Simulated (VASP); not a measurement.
# C (Im-3m) in VASP: further runs

C is run at these levels: revPBE; tasks: single point.

Program: VASP 6.6.1. These are calculated values, not measurements. Logs are shortened: lines on timing, memory, paths and dates and some standing lists are left out, and cuts for length are marked.

### Step 1. The cell of the first run

Symmetry: Im-3m, No. 229, cubic system. The conventional cell has a = 2.386 Å, b = 2.386 Å, c = 2.386 Å, α = 90.00°, β = 90.00°, γ = 90.00°. C (site symmetry m-3m) has 14 C at 2.07 to 2.39 Å within 2.7 Å.

### Step 2. Single point, revPBE

The input, INCAR:

```
SYSTEM = C
  PREC = Accurate
  ENCUT = 520
  EDIFF = 1E-6
  ISMEAR = -1
  SIGMA = 0.1
  LREAL = .False.
  LASPH = .True.
  NELM = 80
  ALGO = Normal
  ISIF = 2
  LWAVE = .False.
  LCHARG = .False.
  GGA = RE
  NBANDS = 8
```

The input, KPOINTS:

```
regular mesh
0
Gamma
  21 21 21
  0 0 0
```

The input, POSCAR:

```
C
1.0
   -1.1931817733      1.1931817733      1.1931817733
    1.1931817733     -1.1931817733      1.1931817733
    1.1931817733      1.1931817733     -1.1931817733
C
1
Direct
    0.0000000000      0.0000000000      0.0000000000
```

Potentials or basis: VASP PAW PBE potentials, release 64 (C).

Started as:

```bash
$ cat potpaw_PBE.64/C/POTCAR > POTCAR
$ mpirun -np 1 vasp_std > vasp.out
```

OUTCAR:

```text
SYSTEM = C
   PREC = Accurate
   ENCUT = 520
   EDIFF = 1E-6
   ISMEAR = -1
   LREAL = .False.
   LASPH = .True.
   NELM = 80
   ISIF = 2
   GGA = RE

 ion  position               nearest neighbor table
   1  0.000  0.000  0.000-

  LATTYP: Found a body centered cubic cell.
 ALAT       =     2.3863635466

  Lattice vectors:

 A1 = (  -1.1931817733,   1.1931817733,   1.1931817733)
 A2 = (   1.1931817733,  -1.1931817733,   1.1931817733)
 A3 = (   1.1931817733,   1.1931817733,  -1.1931817733)

Analysis of symmetry for initial positions (statically):
=====================================================================
 Subroutine PRICEL returns:
 Original cell was already a primitive cell.

 Routine SETGRP: Setting up the symmetry group for a
 body centered cubic supercell.

 Subroutine GETGRP returns: Found 48 space group operations
 (whereof 48 operations were pure point group operations)
 out of a pool of 48 trial point group operations.

The static configuration has the point symmetry O_h .

Analysis of symmetry for dynamics (positions and initial velocities):
=====================================================================
 Subroutine PRICEL returns:
 Original cell was already a primitive cell.

 Routine SETGRP: Setting up the symmetry group for a
 body centered cubic supercell.

 Subroutine GETGRP returns: Found 48 space group operations
 (whereof 48 operations were pure point group operations)
 out of a pool of 48 trial point group operations.

The dynamic configuration has the point symmetry O_h .

 Subroutine INISYM returns: Found 48 space group operations
 (whereof 48 operations are pure point group operations),
 and found     1 'primitive' translations

----------------------------------------------------------------------------------------

                                     Primitive cell

  volume of cell :       6.7948

  direct lattice vectors                    reciprocal lattice vectors
    -1.193181773  1.193181773  1.193181773     0.000000000  0.419047635  0.419047635
     1.193181773 -1.193181773  1.193181773     0.419047635  0.000000000  0.419047635
     1.193181773  1.193181773 -1.193181773     0.419047635  0.419047635  0.000000000

  length of vectors
     2.066651454  2.066651454  2.066651454     0.592622848  0.592622848  0.592622848

  position of ions in fractional coordinates (direct lattice)
     0.000000000  0.000000000  0.000000000

  ion indices of the primitive-cell ions
   primitive index   ion index
                 1           1

----------------------------------------------------------------------------------------

 KPOINTS: regular mesh

Automatic generation of k-mesh.
 Grid dimensions read from file:
 generate k-points for:   21   21   21

 Generating k-lattice:

  Cartesian coordinates                     Fractional coordinates (reciprocal lattice)
     0.000000000  0.019954649  0.019954649     0.047619048  0.000000000  0.000000000
     0.019954649  0.000000000  0.019954649     0.000000000  0.047619048  0.000000000
     0.019954649  0.019954649  0.000000000     0.000000000  0.000000000  0.047619048

  Length of vectors
     0.028220136  0.028220136  0.028220136

  Shift w.r.t. Gamma in fractional coordinates (k-lattice)
     0.000000000  0.000000000  0.000000000

 Subroutine IBZKPT returns following result:
 ===========================================

 Found    286 irreducible k-points:

 Following reciprocal coordinates:
            Coordinates               Weight
  0.000000  0.000000  0.000000      1.000000
  0.047619  0.000000  0.000000     12.000000
  0.095238  0.000000  0.000000     12.000000
  0.142857  0.000000  0.000000     12.000000
  0.190476  0.000000  0.000000     12.000000
  0.238095  0.000000  0.000000     12.000000
[... 16 lines left out ...]
  0.142857  0.095238 -0.000000     48.000000
  0.190476  0.095238  0.000000     48.000000
 [... further k-points ...]
   k-points           NKPTS =    286   k-points in BZ     NKDIM =    286   number of bands    NBANDS=      8
   number of dos      NEDOS =    301   number of ions     NIONS =      1
   total plane-waves  NPLWV =   4096
   dimension x,y,z NGX =    16 NGY =   16 NGZ =   16
   dimension x,y,z NGXF=    32 NGYF=   32 NGZF=   32
   ions per type =               1
   NGX,Y,Z   is equivalent  to a cutoff of  12.87, 12.87, 12.87 a.u.
   NGXF,Y,Z  is equivalent  to a cutoff of  25.74, 25.74, 25.74 a.u.
 SYSTEM =  C
   PREC   = accura    normal or accurate (medium, high low for compatibility)
   ISTART =      0    job   : 0-new  1-cont  2-samecut
   ICHARG =      2    charge: 1-file 2-atom 10-const
   ISPIN  =      1    spin polarized calculation?
   LNONCOLLINEAR =      F non collinear calculations
   LSORBIT =      F    spin-orbit coupling
   LASPH  =      T    aspherical Exc in radial PAW
   ENCUT  =  520.0 eV  38.22 Ry    6.18 a.u.   3.84  3.84  3.84*2*pi/ulx,y,z
   NELM   =     80;   NELMIN=  2; NELMDL= -5     # of ELM steps
   EDIFF  = 0.1E-05   stopping-criterion for ELM
   LREAL  =      F    real-space projection
   EDIFFG = 0.1E-04   stopping-criterion for IOM
   NSW    =      0    number of steps for IOM
   IBRION =     -1    ionic relax: 0-MD 1-quasi-New 2-CG
   NFREE  =      0    steps in history (QN), initial steepest desc. (CG)
   ISIF   =      2    stress and relaxation
   ISYM   =      2    0-nonsym 1-usesym 2-fastsym
   POTIM  = 0.5000    time-step for ionic-motion
   TEBEG  =    0.0;   TEEND  =   0.0 temperature during run
   PSTRESS=    0.0 pullay stress
   NELECT =       4.0000    total number of electrons
   NUPDOWN=      -1.0000    fix difference up-down
   EMIN   =  10.00;   EMAX   =-10.00  energy-range for DOS
   EFERMI =   0.00;   METHOD = LEGACY
   ISMEAR =    -1;   SIGMA  =   0.10  broadening in eV -4-tet -1-fermi 0-gaus
   EFERMI_NEDOS =   21; number of points for ismear=-14 and -15
   IALGO  =     38    algorithm
   IMIX   =      4    mixing-type and parameters
     AMIX     =   0.40;   BMIX     =  1.00
     AMIX_MAG =   1.60;   BMIX_MAG =  1.00
  volume/ion in A,a.u.               =       6.79        45.85
  Fermi-wavevector in a.u.,A,eV,Ry     =   1.372045  2.592788 25.613053  1.882506
  Thomas-Fermi vector in A             =   2.497687
   LORBIT       =      0    0 simple, 1 ext, 2 COOP (PROOUT), +10 PAW based schemes
   GGA     = RE    functional components
   LHFCALC =     F    Hartree Fock is set to
   AEXX    =    0.0000 exact exchange contribution
   IVDW    =     0    specifies the selected vdW correction
   LEPSILON=     F    determine dielectric tensor
   LRPA    =     F    only Hartree local field effects (RPA)
 non-spin polarized calculation
  energy-cutoff  :      520.00
  volume of cell :        6.79
 maximum number of plane-waves:       194
   NGX =  7   NGY =  7   NGZ =  7

 number of electron       4.0000000 magnetization

 Free energy of the ion-electron system (eV)
  ---------------------------------------------------
  ext. energy  EPLUGINS =         0.00000000
  ---------------------------------------------------
  free energy    TOTEN  =        -4.52831426 eV

  energy without entropy =       -4.51637843  energy(sigma->0) =       -4.52234634

 E-fermi :   8.3411     XC(G=0): -13.0277

 val. band max:        8.3206491587   @ k =  -0.2857   0.4762   0.0476
 cond. band min:       8.3774702362   @ k =   0.2381   0.1905   0.1905
 fundamental gap:      0.0568210776
 Fermi energy:         8.3411305594

 k-point     1 :       0.0000    0.0000    0.0000
  band No.  band energies     occupation
      1     -11.0971      2.00000
      2      17.3313      0.00000
      3      17.3313      0.00000
      4      17.3313      0.00000
      5      41.2430      0.00000
      6      41.2430      0.00000
      7      41.2430      0.00000
      8      43.1518      0.00000

 k-point     2 :       0.0476    0.0000    0.0000
  band No.  band energies     occupation
      1     -10.9966      2.00000
      2      17.0809      0.00000
      3      17.1899      0.00000
      4      17.3025      0.00000
      5      40.4917      0.00000
      6      40.4996      0.00000
      7      41.5979      0.00000
      8      43.1667      0.00000

 k-point     3 :       0.0952    0.0000    0.0000
  band No.  band energies     occupation
      1     -10.6950      2.00000
      2      16.3398      0.00000
      3      16.7944      0.00000
      4      17.2184      0.00000
      5      38.3585      0.00000
      6      38.9572      0.00000
      7      42.6323      0.00000
      8      43.1950      0.00000

 k-point     4 :       0.1429    0.0000    0.0000
  band No.  band energies     occupation
      1     -10.1928      2.00000
      2      15.1342      0.00000
      3      16.2191      0.00000
      4      17.0856      0.00000
      5      36.0753      0.00000
      6      37.3190      0.00000
      7      42.9228      0.00000
      8      43.1977      0.00000

 k-point     5 :       0.1905    0.0000    0.0000
  band No.  band energies     occupation
      1      -9.4914      2.00000
      2      13.5218      0.00000
      3      15.5492      0.00000
      4      16.9131      0.00000
      5      34.1606      0.00000
      6      35.7921      0.00000
      7      42.5206      0.00000
      8      43.2058      0.00000
[... 177 lines left out ...]
 k-point    22 :       0.0952    0.0952    0.0000
  band No.  band energies     occupation
      1      -9.8920      2.00000
      2      14.6333      0.00000
      3      15.9220      0.00000
      4      16.7355      0.00000
      5      35.4989      0.00000
      6      36.3898      0.00000
      7      42.2753      0.00000
      8      42.7891      0.00000

 k-point    23 :       0.1429    0.0952   -0.0000
  band No.  band energies     occupation
      1      -9.1914      2.00000
      2      13.2960      0.00000
      3      15.0670      0.00000
      4      16.4642      0.00000
      5      34.0492      0.00000
      6      35.2169      0.00000
      7      42.1117      0.00000
      8      42.9614      0.00000

 k-point    24 :       0.1905    0.0952    0.0000
  band No.  band energies     occupation
      1      -8.2937      2.00000
      2      11.5891      0.00000
      3      14.1888      0.00000
      4      16.1952      0.00000
      5      32.8642      0.00000
      6      34.2602      0.00000
      7      41.9095      0.00000
      8      43.3698      0.00000

 [... further k-points ...]

------------------------ aborting loop because EDIFF is reached ----------------------------------------

  FORCE on cell =-STRESS in cart. coord.  units (eV):
  Direction    XX          YY          ZZ          XY          YZ          ZX
  --------------------------------------------------------------------------------------
  -------------------------------------------------------------------------------------
  Total       -0.0153465     -0.0153465     -0.0153465     -0.0000000      0.0000000     -0.0000000
  in kB       -3.6186065     -3.6186065     -3.6186065     -0.0000000      0.0000000     -0.0000000
  external PRESSURE =      -3.6186065 kB  Pullay stress =       0.0000000 kB

 VOLUME and BASIS-vectors are now :
 -----------------------------------------------------------------------------
  energy-cutoff  :      520.00
  volume of cell :        6.79
      direct lattice vectors                 reciprocal lattice vectors
    -1.193181773  1.193181773  1.193181773     0.000000000  0.419047635  0.419047635
     1.193181773 -1.193181773  1.193181773     0.419047635  0.000000000  0.419047635
     1.193181773  1.193181773 -1.193181773     0.419047635  0.419047635  0.000000000

 POSITION                                       TOTAL-FORCE (eV/Angst)
 -----------------------------------------------------------------------------------
      0.00000      0.00000      0.00000         0.000000      0.000000      0.000000
 -----------------------------------------------------------------------------------
    total drift:                               -0.000000     -0.000000     -0.000000

  FREE ENERGIE OF THE ION-ELECTRON SYSTEM (eV)
  ---------------------------------------------------
  free  energy   TOTEN  =        -4.5283142551 eV

  energy  without entropy=       -4.5163784330  energy(sigma->0) =       -4.52234634
```

Wall time 20 s (1 thread of Intel Xeon 8259CL, shared host); peak memory 0.09 GiB.

What came out:

```
Free energy            : -4.5283 eV
Pressure               : -0.4 GPa
Band gap on the k mesh : zero (band 2 reaches 17.33 eV, above the bottom of band 3 at 3.41 eV)
```

Caveat: the PAW data sets were made with another functional, which shifts forces and pressure a little.

### Step 3. Single point, revPBE (volume scaled by 1.04)

The input, INCAR:

```
SYSTEM = C
ALGO     = Normal         ! electronic algorithm
EDIFF    = 1E-6           ! SCF threshold, eV
ENCUT    = 520            ! plane-wave cutoff, eV
GGA      = RE             ! functional
ISIF     = 2              ! what is computed and relaxed
ISMEAR   = -1             ! smearing method
LASPH    = .True.         ! aspherical terms in the spheres
LCHARG   = .False.        ! write CHGCAR
LREAL    = .False.        ! projectors in reciprocal space
LWAVE    = .False.        ! write WAVECAR
NBANDS   = 8              ! bands
NELM     = 100            ! most SCF steps
PREC     = Accurate       ! precision mode
SIGMA    = 0.1            ! smearing width, eV
```

The input, KPOINTS:

```
k-points
0
Gamma
  21 21 21
  0 0 0
```

The input, POSCAR:

```
C
1.0
   -1.2088833341      1.2088833341      1.2088833341
    1.2088833341     -1.2088833341      1.2088833341
    1.2088833341      1.2088833341     -1.2088833341
C
1
Direct
    0.0000000000      0.0000000000      0.0000000000
```

Potentials or basis: VASP PAW PBE potentials, release 64 (C).

Started as:

```bash
$ cat potpaw_PBE.64/C/POTCAR > POTCAR
$ mpirun -np 1 vasp_std > vasp.out
```

Wall time 22 s (1 thread of Intel Xeon 8259CL, shared host); peak memory 0.08 GiB.

It converged, with:

* Free energy: -4.5225 eV
* Pressure: -6.6 GPa
* Band gap on the k mesh: zero (band 2 reaches 16.45 eV, above the bottom of band 3 at 3.13 eV)

Levels at points of the mesh, in eV from the Fermi level:
```
           k point  band 1  band 2  band 3  band 4  band 5
(0.00, 0.00, 0.00)  -18.92    8.63    8.63    8.63   32.30
```

Caveat: the PAW data sets were made with another functional, which shifts forces and pressure a little.

### Step 4. Single point, revPBE (volume scaled by 1.08)

The input, INCAR:

```
PREC = Accurate
ENCUT = 520
EDIFF = 1E-7
ISMEAR = -1
SIGMA = 0.1
LREAL = F
LASPH = T
NELM = 80
ALGO = Normal
ISIF = 2
LWAVE = F
LCHARG = T
GGA = RE
LELF = T
LVHAR = T
NBANDS = 8
```

The input, KPOINTS:

```
regular mesh
0
Gamma
  21 21 21
```

The input, POSCAR:

```
C
1.0
   -1.2241872794      1.2241872794      1.2241872794
    1.2241872794     -1.2241872794      1.2241872794
    1.2241872794      1.2241872794     -1.2241872794
C
1
Direct
    0.0000000000      0.0000000000      0.0000000000
```

Started as:

```bash
$ cat potpaw_PBE.64/C/POTCAR > POTCAR
$ mpirun -np 1 vasp_std > vasp.out
```

Wall time 28 s (1 thread of Intel Xeon 8259CL, shared host); peak memory 0.09 GiB.

The run converged. Its results:

* Free energy: -4.5074 eV
* Pressure: -11.3 GPa
* Band gap on the k mesh: zero (band 2 reaches 15.62 eV, above the bottom of band 3 at 2.86 eV)

Levels at points of the mesh, in eV from the Fermi level:
| k point | band 1 | band 2 | band 3 | band 4 | band 5 |
| --- | --- | --- | --- | --- | --- |
| (0.00, 0.00, 0.00) | -18.44 | 8.31 | 8.31 | 8.31 | 31.74 |

Caveat: the PAW data sets were made with another functional, which shifts forces and pressure a little.

### Step 5. Single point, revPBE (volume scaled by 1.12)

The input, INCAR:

```
PREC     = Accurate       # precision mode
ENCUT    = 520            # plane-wave cutoff, eV
EDIFF    = 1E-7           # SCF threshold, eV
ISMEAR   = -1             # smearing method
SIGMA    = 0.1            # smearing width, eV
LREAL    = F              # projectors in reciprocal space
LASPH    = T              # aspherical terms in the spheres
NELM     = 80             # most SCF steps
ALGO     = Normal         # electronic algorithm
ISIF     = 2              # what is computed and relaxed
LWAVE    = F              # write WAVECAR
LCHARG   = F              # write CHGCAR
GGA      = RE             # functional
NBANDS   = 8              # bands
```

KPOINTS is that of step 4.

The input, POSCAR:

```
C
1.0
   -1.2391178641      1.2391178641      1.2391178641
    1.2391178641     -1.2391178641      1.2391178641
    1.2391178641      1.2391178641     -1.2391178641
C
1
Direct
    0.0000000000      0.0000000000      0.0000000000
```

Started as:

```bash
$ cat potpaw_PBE.64/C/POTCAR > POTCAR
$ mpirun -np 1 vasp_std > vasp.out
```

Wall time 27 s (1 thread of Intel Xeon 8259CL, shared host); peak memory 0.09 GiB.

The run converged. Its results:

- Free energy: -4.4850 eV
- Pressure: -15.2 GPa
- Band gap on the k mesh: zero (band 2 reaches 14.86 eV, above the bottom of band 3 at 2.62 eV)

Levels at points of the mesh, in eV from the Fermi level:
```tsv
k point	band 1	band 2	band 3	band 4	band 5	band 6	band 7
(0.00, 0.00, 0.00)	-17.98	8.01	8.01	8.01	30.98	31.21	31.21
```

Caveat: the PAW data sets were made with another functional, which shifts forces and pressure a little.

### Step 6. The runs side by side

```csv
cell,gap on the mesh (eV),pressure (GPa)
"a = 2.067 Å, angles 109.5°, 1 atom",none,-0.4
"a = 2.094 Å, angles 109.5°, 1 atom",none,-6.6
"a = 2.120 Å, angles 109.5°, 1 atom",none,-11.3
"a = 2.146 Å, angles 109.5°, 1 atom",none,-15.2
```

Alike in all rows: task single point; level revPBE; potentials or basis VASP PAW PBE potentials, release 64 (C); no spin polarisation; k mesh 21 × 21 × 21; cutoff (eV) 520; smearing fermi-dirac 0.1 eV.

Caveats: the PAW data sets were made with another functional, which shifts forces and pressure a little.

Absolute energies hang on the potentials; compare differences alone.
